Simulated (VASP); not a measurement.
# Ti (P6_3/mmc) in VASP: notebook, part 2 of 2

VASP 6.6.1.

### Step 4. Single point, LDA

File INCAR:

```
ALGO = Normal
EDIFF = 1E-6
ENCUT = 520
ISIF = 2
ISMEAR = 0
LASPH = True
LCHARG = False
LREAL = False
LWAVE = False
NBANDS = 19
NELM = 80
PREC = Accurate
SIGMA = 0.1
```

File KPOINTS:

```
k-points
0
Gamma
  15 15 8
```

File POSCAR:

```
Ti
1.0
    2.8657446780      0.0000000000      0.0000000000
   -1.4328723390      2.4818076920      0.0000000000
    0.0000000000      0.0000000000      4.5277280831
Ti
2
Direct
    0.3333333333      0.6666666667      0.2500000000
    0.6666666667      0.3333333333      0.7500000000
```

Potentials or basis: VASP PAW LDA potentials, release 64 (Ti_sv).

Command:

```
> cat potpaw_LDA.64/Ti_sv/POTCAR > POTCAR
> mpirun -np 1 vasp_std > vasp.out
```

OUTCAR:

```text
EDIFF = 1E-6
   ENCUT = 520
   ISIF = 2
   ISMEAR = 0
   LASPH = True
   LREAL = False
   NELM = 80
   PREC = Accurate

 ion  position               nearest neighbor table
   1  0.333  0.667  0.250-   2 2.80   2 2.80   2 2.80   2 2.80   2 2.80   2 2.80
   2  0.667  0.333  0.750-   1 2.80   1 2.80   1 2.80   1 2.80   1 2.80   1 2.80

  LATTYP: Found a hexagonal cell.
 ALAT       =     2.8657446780
 C/A-ratio  =     1.5799481782

  Lattice vectors:

 A1 = (   2.8657446780,   0.0000000000,   0.0000000000)
 A2 = (  -1.4328723390,   2.4818076920,   0.0000000000)
 A3 = (   0.0000000000,   0.0000000000,   4.5277280831)

Analysis of symmetry for initial positions (statically):
=====================================================================
 Subroutine PRICEL returns:
 Original cell was already a primitive cell.

 Routine SETGRP: Setting up the symmetry group for a
 hexagonal supercell.

 Subroutine GETGRP returns: Found 24 space group operations
 (whereof 12 operations were pure point group operations)
 out of a pool of 24 trial point group operations.

The static configuration has the point symmetry D_3d.
 The point group associated with its full space group is D_6h.

Analysis of symmetry for dynamics (positions and initial velocities):
=====================================================================
 Subroutine PRICEL returns:
 Original cell was already a primitive cell.

 Routine SETGRP: Setting up the symmetry group for a
 hexagonal supercell.

 Subroutine GETGRP returns: Found 24 space group operations
 (whereof 12 operations were pure point group operations)
 out of a pool of 24 trial point group operations.

The dynamic configuration has the point symmetry D_3d.
[... 112 lines left out ...]
   NUPDOWN=      -1.0000    fix difference up-down
   EMIN   =  10.00;   EMAX   =-10.00  energy-range for DOS
   EFERMI =   0.00;   METHOD = LEGACY
   ISMEAR =     0;   SIGMA  =   0.10  broadening in eV -4-tet -1-fermi 0-gaus
   EFERMI_NEDOS =   21; number of points for ismear=-14 and -15
   IALGO  =     38    algorithm
   IMIX   =      4    mixing-type and parameters
     AMIX     =   0.40;   BMIX     =  1.00
     AMIX_MAG =   1.60;   BMIX_MAG =  1.00
  volume/ion in A,a.u.               =      16.10       108.66
  Fermi-wavevector in a.u.,A,eV,Ry     =   1.484283  2.804887 29.974924  2.203095
  Thomas-Fermi vector in A             =   2.597839
   LORBIT       =      0    0 simple, 1 ext, 2 COOP (PROOUT), +10 PAW based schemes
   GGA     = CA    functional components
   LHFCALC =     F    Hartree Fock is set to
   AEXX    =    0.0000 exact exchange contribution
   IVDW    =     0    specifies the selected vdW correction
   LEPSILON=     F    determine dielectric tensor
   LRPA    =     F    only Hartree local field effects (RPA)
 non-spin polarized calculation
 Gauss-broadening in eV      SIGMA  =   0.10
  energy-cutoff  :      520.00
  volume of cell :       32.20
 maximum number of plane-waves:       887
 NGX is ok and might be reduce to    24
   NGX = 11   NGY = 11   NGZ = 17

 number of electron      24.0000002 magnetization

 Free energy of the ion-electron system (eV)
  ---------------------------------------------------
  ext. energy  EPLUGINS =         0.00000000
  ---------------------------------------------------
  free energy    TOTEN  =       -17.10474771 eV

  energy without entropy =      -17.09479422  energy(sigma->0) =      -17.09977097

 E-fermi :   8.9298     XC(G=0): -12.1518

 val. band max:        8.9289764237   @ k =   0.4000   0.2000   0.5000
 cond. band min:       8.9368316861   @ k =   0.2667   0.2000   0.3750
 fundamental gap:      0.0078552624
 Fermi energy:         8.9298097769

 k-point     1 :       0.0000    0.0000    0.0000
  band No.  band energies     occupation
      1     -47.1331      2.00000
      2     -46.9355      2.00000
      3     -24.2135      2.00000
      4     -23.3756      2.00000
      5     -23.3756      2.00000
      6     -23.2778      2.00000
[... 505 lines left out ...]
      6     -23.6730      2.00000
[... 11 lines left out ...]
     18      12.5986      0.00000
     19      14.4388      0.00000

 [... further k-points ...]

------------------------ aborting loop because EDIFF is reached ----------------------------------------

  FORCE on cell =-STRESS in cart. coord.  units (eV):
  Direction    XX          YY          ZZ          XY          YZ          ZX
  --------------------------------------------------------------------------------------
  -------------------------------------------------------------------------------------
  Total       -0.0227934     -0.0227934     -0.0164965     -0.0000000     -0.0000000      0.0000000
  in kB       -1.1340520     -1.1340520     -0.8207607     -0.0000000     -0.0000000      0.0000000
  external PRESSURE =      -1.0296216 kB  Pullay stress =       0.0000000 kB

 VOLUME and BASIS-vectors are now :
 -----------------------------------------------------------------------------
  energy-cutoff  :      520.00
  volume of cell :       32.20
      direct lattice vectors                 reciprocal lattice vectors
     2.865744678  0.000000000  0.000000000     0.348949440  0.201466053  0.000000000
    -1.432872339  2.481807692  0.000000000     0.000000000  0.402932106  0.000000000
     0.000000000  0.000000000  4.527728083     0.000000000  0.000000000  0.220861320

 POSITION                                       TOTAL-FORCE (eV/Angst)
 -----------------------------------------------------------------------------------
     -0.00000      1.65454      1.13193         0.000000     -0.000000      0.000000
      1.43287      0.82727      3.39580        -0.000000      0.000000      0.000000
 -----------------------------------------------------------------------------------
    total drift:                                0.000000     -0.000000      0.000000

  FREE ENERGIE OF THE ION-ELECTRON SYSTEM (eV)
  ---------------------------------------------------
  free  energy   TOTEN  =       -17.1047477059 eV

  energy  without entropy=      -17.0947942241  energy(sigma->0) =      -17.09977097
```

OSZICAR:

```text
N       E                     dE             d eps       ncg     rms          rms(c)
DAV:   1     0.261185322647E+03    0.26119E+03   -0.13027E+04  5146   0.160E+03
DAV:   2     0.108616607396E+02   -0.25032E+03   -0.24619E+03  5285   0.441E+02
DAV:   3    -0.178199245674E+02   -0.28682E+02   -0.28305E+02  9429   0.123E+02
DAV:   4    -0.189755671039E+02   -0.11556E+01   -0.11541E+01  5960   0.254E+01
DAV:   5    -0.190237492316E+02   -0.48182E-01   -0.48178E-01  7356   0.386E+00    0.125E+01
DAV:   6    -0.171097361795E+02    0.19140E+01   -0.66800E+00  5997   0.260E+01    0.331E+00
DAV:   7    -0.170859657457E+02    0.23770E-01   -0.68765E-01  7693   0.585E+00    0.207E+00
DAV:   8    -0.171127636932E+02   -0.26798E-01   -0.22243E-01  5511   0.565E+00    0.786E-01
DAV:   9    -0.171041349134E+02    0.86288E-02   -0.44878E-02  5600   0.237E+00    0.852E-02
DAV:  10    -0.171047487143E+02   -0.61380E-03   -0.39596E-03  7429   0.346E-01    0.894E-02
DAV:  11    -0.171047620686E+02   -0.13354E-04   -0.10186E-04  6415   0.876E-02    0.507E-02
DAV:  12    -0.171047479787E+02    0.14090E-04   -0.70180E-05  5585   0.804E-02    0.312E-03
DAV:  13    -0.171047477059E+02    0.27283E-06   -0.17714E-06  4198   0.129E-02
   1 F= -.17104748E+02 E0= -.17099771E+02  d E =-.995348E-02
```

stdout:

```text
POSCAR found type information on POSCAR Ti
 POSCAR found :  1 types and       2 ions
 scaLAPACK will be used
 LDA part: xc-table for (Slater(with rela. corr.)+CA(PZ))
 , standard interpolation
 POSCAR, INCAR and KPOINTS ok, starting setup
 FFT: planning ... GRIDC
 FFT: planning ... GRID_SOFT
 FFT: planning ... GRID
 WAVECAR not read
 entering main loop
```

Run time: 30 s. Hardware: 1 thread of Intel Xeon 6975P-C (Granite Rapids), shared host; peak memory 0.18 GiB.

What came out:

| Quantity | Value |
| --- | --- |
| Free energy | -17.1047 eV |
| Pressure | -0.1 GPa |
| Band gap on the k mesh | zero (bands 12 and 13 overlap by 1.08 eV) |

### Step 5. Summary

| task | cell | k mesh | cutoff (eV) | gap on the mesh (eV) | pressure (GPa) |
| --- | --- | --- | --- | --- | --- |
| single point | a = 2.867, b = 2.867, c = 4.520 Å, angles 90.0, 90.0, 120.0°, 2 atoms | 9 × 9 × 4 | 520 | none | -0.1 |
| relaxation of cell and atoms | relaxed from a = 2.936, b = 2.936, c = 4.641 Å, angles 90.0, 90.0, 120.0°, 2 atoms | 9 × 9 × 4 | 600 | none | -0.1 |
| single point | a = 2.866, b = 2.866, c = 4.528 Å, angles 90.0, 90.0, 120.0°, 2 atoms | 15 × 15 × 8 | 520 | none | -0.1 |

Alike in all rows: level LDA; potentials or basis VASP PAW LDA potentials, release 64 (Ti_sv); no spin polarisation; smearing gaussian 0.1 eV.

Total energies depend on the potentials used, so only differences within one code and one set of settings carry meaning.
